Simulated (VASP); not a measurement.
# ZrN in VASP: relaxation of the atoms with PBE

Aim: the relaxation of the atoms of ZrN with PBE.

All numbers are computed with VASP 6.6.1; they aren't measurements. Logs are shortened: lines on timing, memory, paths and dates and some standing lists are left out, and cuts for length are marked.

## Step 1: The cell of the first run

The cell holds a slab with vacuum, 10 atoms: a = 3.249 Å, b = 3.249 Å, c = 26.937 Å, α = 90.00°, β = 90.00°, γ = 120.00°.

## Step 2: Relaxation of the atoms, PBE

File INCAR:

```
SYSTEM = ZrN
  ALGO = Normal
  DIPOL = 0.5 0.5 0.500
  EDIFF = 1E-7
  EDIFFG = -0.02
  ENCUT = 520
  GGA = PE
  IBRION = 2
  IDIPOL = 3
  ISIF = 2
  ISMEAR = 0
  KPAR = 2
  LASPH = .TRUE.
  LCHARG = .FALSE.
  LDIPOL = .TRUE.
  LREAL = .FALSE.
  LWAVE = .FALSE.
  NELM = 100
  NSW = 80
  PREC = Accurate
  SIGMA = 0.1
```

File KPOINTS:

```
k-points
0
G
  12 12 1
  0 0 0
```

File POSCAR:

```
ZrN
1.0
    3.2489094157      0.0000000000      0.0000000000
   -1.6244547079      2.8136380886      0.0000000000
    0.0000000000      0.0000000000     26.9372554336
N Zr
5 5
Direct
    0.3333333333      0.6666666667      0.2784248016
    0.0000000000      0.0000000000      0.3769026676
    0.6666666667      0.3333333333      0.4753805335
    0.3333333333      0.6666666667      0.5738583995
    0.0000000000      0.0000000000      0.6723362654
    0.6666666667      0.3333333333      0.3276637346
    0.3333333333      0.6666666667      0.4261416005
    0.0000000000      0.0000000000      0.5246194665
    0.6666666667      0.3333333333      0.6230973324
    0.3333333333      0.6666666667      0.7215751984
```

Potentials or basis: VASP PAW PBE potentials, release 64 (N, Zr_sv).

On the command line:

```sh
$ cat potpaw_PBE.64/N/POTCAR potpaw_PBE.64/Zr_sv/POTCAR > POTCAR
$ mpirun -np 2 vasp_std > vasp.out
```

OUTCAR:

```text
SYSTEM = ZrN
   EDIFF = 1E-7
   EDIFFG = -0.02
   ENCUT = 520
   GGA = PE
   IBRION = 2
   ISIF = 2
   ISMEAR = 0
   LASPH = .TRUE.
   LREAL = .FALSE.
   NELM = 100
   NSW = 80
   PREC = Accurate

 ion  position               nearest neighbor table
   1  0.333  0.667  0.278-   6 2.30   6 2.30   6 2.30
   2  0.000  0.000  0.377-   7 2.30   7 2.30   7 2.30   6 2.30   6 2.30   6 2.30
   3  0.667  0.333  0.475-   7 2.30   7 2.30   8 2.30   8 2.30   8 2.30   7 2.30
   4  0.333  0.667  0.574-   9 2.30   9 2.30   9 2.30   8 2.30   8 2.30   8 2.30
   5  0.000  0.000  0.672-   9 2.30  10 2.30   9 2.30  10 2.30   9 2.30  10 2.30
   6  0.667  0.333  0.328-   1 2.30   1 2.30   2 2.30   2 2.30   2 2.30   1 2.30   7 3.25   7 3.25
                             7 3.25
   7  0.333  0.667  0.426-   2 2.30   2 2.30   2 2.30   3 2.30   3 2.30   3 2.30   6 3.25   6 3.25
                             6 3.25   8 3.25   8 3.25   8 3.25
   8  0.000  0.000  0.525-   3 2.30   4 2.30   3 2.30   4 2.30   3 2.30   4 2.30   9 3.25   9 3.25
                             9 3.25   7 3.25   7 3.25   7 3.25
   9  0.667  0.333  0.623-   4 2.30   4 2.30   4 2.30   5 2.30   5 2.30   5 2.30   8 3.25   8 3.25
                             8 3.25  10 3.25  10 3.25  10 3.25
  10  0.333  0.667  0.722-   5 2.30   5 2.30   5 2.30   9 3.25   9 3.25   9 3.25

  LATTYP: Found a hexagonal cell.
 ALAT       =     3.2489094157
 C/A-ratio  =     8.2911685082

  Lattice vectors:

 A1 = (   3.2489094157,   0.0000000000,   0.0000000000)
 A2 = (  -1.6244547079,   2.8136380886,   0.0000000000)
 A3 = (   0.0000000000,   0.0000000000,  26.9372554336)

Analysis of symmetry for initial positions (statically):
=====================================================================
 Subroutine PRICEL returns:
 Original cell was already a primitive cell.

 Routine SETGRP: Setting up the symmetry group for a
 hexagonal supercell.

 Subroutine GETGRP returns: Found  6 space group operations
 (whereof  6 operations were pure point group operations)
 out of a pool of 24 trial point group operations.

The static configuration has the point symmetry C_3v.

Analysis of symmetry for dynamics (positions and initial velocities):
=====================================================================
 Subroutine PRICEL returns:
 Original cell was already a primitive cell.

 Routine SETGRP: Setting up the symmetry group for a
 hexagonal supercell.

 Subroutine GETGRP returns: Found  6 space group operations
 (whereof  6 operations were pure point group operations)
 out of a pool of 24 trial point group operations.

The dynamic configuration has the point symmetry C_3v.

[... 139 lines left out ...]
 conjugate gradient relaxation of ions
 non-spin polarized calculation
 Gauss-broadening in eV      SIGMA  =   0.10
  energy-cutoff  :      520.00
  volume of cell :      246.24
 maximum number of plane-waves:      6694
   NGX = 13   NGY = 13   NGZ =101

--------------------------------------- Ionic step        1  -------------------------------------------

 number of electron      85.0000007 magnetization

 Free energy of the ion-electron system (eV)
  ---------------------------------------------------
  ext. energy  EPLUGINS =         0.00000000
  ---------------------------------------------------
  free energy    TOTEN  =       -96.84338601 eV

  energy without entropy =      -96.81440528  energy(sigma->0) =      -96.82889565

------------------------ aborting loop because EDIFF is reached ----------------------------------------

  FORCE on cell =-STRESS in cart. coord.  units (eV):
  Direction    XX          YY          ZZ          XY          YZ          ZX
  --------------------------------------------------------------------------------------
  -------------------------------------------------------------------------------------
  Total       -1.7074387     -1.7074387     -5.2275225      0.0000000     -0.0000000      0.0000000
  in kB      -11.1095516    -11.1095516    -34.0131856      0.0000000     -0.0000000      0.0000000
  external PRESSURE =     -18.7440963 kB  Pullay stress =       0.0000000 kB
[... 113 lines left out ...]
  FREE ENERGIE OF THE ION-ELECTRON SYSTEM (eV)
  ---------------------------------------------------
  free  energy   TOTEN  =       -98.6732147230 eV

  energy  without entropy=      -98.6508927437  energy(sigma->0) =      -98.66205373

 dipolmoment           0.000000      0.000000      0.044674 electrons x Angstroem

[... ionic steps 4 to 15 ...]

--------------------------------------- Ionic step       16  -------------------------------------------

 number of electron      85.0000008 magnetization

------------------------ aborting loop because EDIFF is reached ----------------------------------------
[... 83 lines left out ...]
--------------------------------------- Ionic step       18  -------------------------------------------

 number of electron      85.0000008 magnetization

 dipolmoment           0.000000      0.000000     -0.090549 electrons x Angstroem

 Free energy of the ion-electron system (eV)
  ---------------------------------------------------
  ext. energy  EPLUGINS =         0.00000000
  ---------------------------------------------------
  free energy    TOTEN  =       -98.73058821 eV

  energy without entropy =      -98.70752299  energy(sigma->0) =      -98.71905560

 E-fermi :   2.9824     XC(G=0):  -6.8766

 val. band max:        2.9512225381   @ k =   0.3333   0.3333   0.0000
 cond. band min:       3.0032393756   @ k =   0.0000   0.0000   0.0000
 fundamental gap:      0.0520168374
 Fermi energy:         2.9823937898

 k-point     1 :       0.0000    0.0000    0.0000
  band No.  band energies     occupation
      1     -46.5603      2.00000
      2     -46.4988      2.00000
      3     -46.4611      2.00000
      4     -46.2244      2.00000
      5     -45.2728      2.00000
      6     -25.1949      2.00000
[... 1015 lines left out ...]
     50       5.9067      0.00000
     51       5.9374      0.00000

------------------------ aborting loop because EDIFF is reached ----------------------------------------

 vacuum level on the upper side and lower side of the slab       (xc-potential included)        -0.888         0.870

  FORCE on cell =-STRESS in cart. coord.  units (eV):
  Direction    XX          YY          ZZ          XY          YZ          ZX
  --------------------------------------------------------------------------------------
  -------------------------------------------------------------------------------------
  Total        2.2881207      2.2881207     -0.1769366     -0.0000000     -0.0000000      0.0000000
  in kB       14.8877934     14.8877934     -1.1512482     -0.0000000     -0.0000000      0.0000000
  external PRESSURE =       9.5414462 kB  Pullay stress =       0.0000000 kB
[... 25 lines left out ...]
  FREE ENERGIE OF THE ION-ELECTRON SYSTEM (eV)
  ---------------------------------------------------
  free  energy   TOTEN  =       -98.7305882090 eV

  energy  without entropy=      -98.7075229878  energy(sigma->0) =      -98.71905560

 reached required accuracy - stopping structural energy minimisation

 vacuum level on the upper side and lower side of the slab         7.397         9.193
```

OSZICAR:

```text
N       E                     dE             d eps       ncg     rms          rms(c)
DAV:   1     0.938749099652E+03    0.93875E+03   -0.44881E+04  2106   0.156E+03
DAV:   2    -0.157079273397E+02   -0.95446E+03   -0.93471E+03  2337   0.468E+02
[... 294 lines left out ...]
DAV:   3    -0.987305916383E+02    0.90975E-03   -0.62508E-03  2628   0.272E-01    0.325E-02
DAV:   4    -0.987305957867E+02   -0.41484E-05   -0.21936E-04  2564   0.678E-02    0.184E-02
DAV:   5    -0.987305895980E+02    0.61887E-05   -0.15478E-04  2638   0.623E-02    0.101E-02
DAV:   6    -0.987305883140E+02    0.12840E-05   -0.40208E-05  2436   0.325E-02    0.603E-03
DAV:   7    -0.987305881723E+02    0.14176E-06   -0.61962E-06  2517   0.138E-02    0.319E-03
DAV:   8    -0.987305882090E+02   -0.36735E-07   -0.99292E-07  2324   0.482E-03
  18 F= -.98730588E+02 E0= -.98719056E+02  d E =-.874379E-04
```

CONTCAR:

```text
ZrN
   1.00000000000000
     3.2489094157000000    0.0000000000000000    0.0000000000000000
    -1.6244547079000000    2.8136380885999999    0.0000000000000000
     0.0000000000000000    0.0000000000000000   26.9372554336000007
  N               Zr
     5     5
Direct
     0.3333333332999970    0.6666666667000030    0.2890914080049407
     0.0000000000000000    0.0000000000000000    0.3800463600297387
     0.6666666667000030    0.3333333332999970    0.4742791156864479
     0.3333333332999970    0.6666666667000030    0.5740689534094843
     0.0000000000000000    0.0000000000000000    0.6721769249418711
     0.6666666667000030    0.3333333332999970    0.3178429176694865
     0.3333333332999970    0.6666666667000030    0.4250580749940863
     0.0000000000000000    1.0000000000000000    0.5236781904867384
     0.6666666667000030    0.3333333332999970    0.6242733008233292
     0.3333333332999970    0.6666666667000030    0.7194847539538763

  0.00000000E+00  0.00000000E+00  0.00000000E+00
  0.00000000E+00  0.00000000E+00  0.00000000E+00
  0.00000000E+00  0.00000000E+00  0.00000000E+00
  0.00000000E+00  0.00000000E+00  0.00000000E+00
  0.00000000E+00  0.00000000E+00  0.00000000E+00
  0.00000000E+00  0.00000000E+00  0.00000000E+00
  0.00000000E+00  0.00000000E+00  0.00000000E+00
  0.00000000E+00  0.00000000E+00  0.00000000E+00
  0.00000000E+00  0.00000000E+00  0.00000000E+00
  0.00000000E+00  0.00000000E+00  0.00000000E+00
```

Wall time 28 min (2 MPI ranks of Intel Xeon Platinum 8488C (Sapphire Rapids), shared host); peak memory 0.44 GiB.

Results:

| Quantity | Value |
| --- | --- |
| Free energy | -98.7306 eV |
| Energy gained by relaxing | 188.7 meV/atom |
| Ionic steps | 18 |
| Largest force after relaxing | 0.014 eV/Å |
| Band gap on the k mesh | zero (an odd number of electrons rules out a gap without spin polarisation) |

Forces on the atoms (eV/Å):
```
N    0.000  0.000  0.010
N    0.000  0.000 -0.003
N    0.000  0.000  0.004
N    0.000  0.000  0.005
N    0.000  0.000 -0.014
Zr   0.000  0.000 -0.008
Zr   0.000  0.000  0.005
Zr   0.000  0.000  0.000
Zr   0.000  0.000 -0.002
Zr   0.000  0.000  0.003
```

The path:
| step | energy change (eV) | largest force (eV/Å) | pressure (GPa) |
| --- | --- | --- | --- |
| 1 | 0.0000 | 6.3390 | -1.87 |
| 2 | -1.8298 | 1.4573 | 0.35 |
| 3 | -1.8298 | 1.4569 | 0.35 |
| 4 | -1.8630 | 0.6683 | 0.74 |
| 5 | -1.8753 | 0.3320 | 0.58 |
| 6 | -1.8814 | 0.1729 | 0.55 |
| 7 | -1.8822 | 0.2410 | 0.54 |
| 8 | -1.8849 | 0.0989 | 0.65 |
| 9 | -1.8851 | 0.0863 | 0.70 |
| 10 | -1.8860 | 0.0606 | 0.76 |
| 11 | -1.8860 | 0.0757 | 0.76 |
| 12 | -1.8865 | 0.0367 | 0.77 |
| 13 | -1.8866 | 0.0435 | 0.77 |
| 14 | -1.8868 | 0.0357 | 0.82 |
| 15 | -1.8869 | 0.0342 | 0.87 |
| 16 | -1.8871 | 0.0259 | 0.90 |
| 17 | -1.8871 | 0.0321 | 0.93 |
| 18 | -1.8872 | 0.0137 | 0.95 |

Final structure:
```
N Zr
1.0
     3.24891    0.00000    0.00000
    -1.62445    2.81364    0.00000
     0.00000    0.00000   26.93726
N Zr
5 5
Direct
  0.33333 0.66667 0.28909
  0.00000 0.00000 0.38005
  0.66667 0.33333 0.47428
  0.33333 0.66667 0.57407
  0.00000 0.00000 0.67218
  0.66667 0.33333 0.31784
  0.33333 0.66667 0.42506
  0.00000 0.00000 0.52368
  0.66667 0.33333 0.62427
  0.33333 0.66667 0.71948
```

Caveat: an odd number of electrons without spin polarisation forces a metal; a magnetic or distorted state may lie lower.

The gap in the log of VASP goes by the Fermi energy; the results here count the filled bands.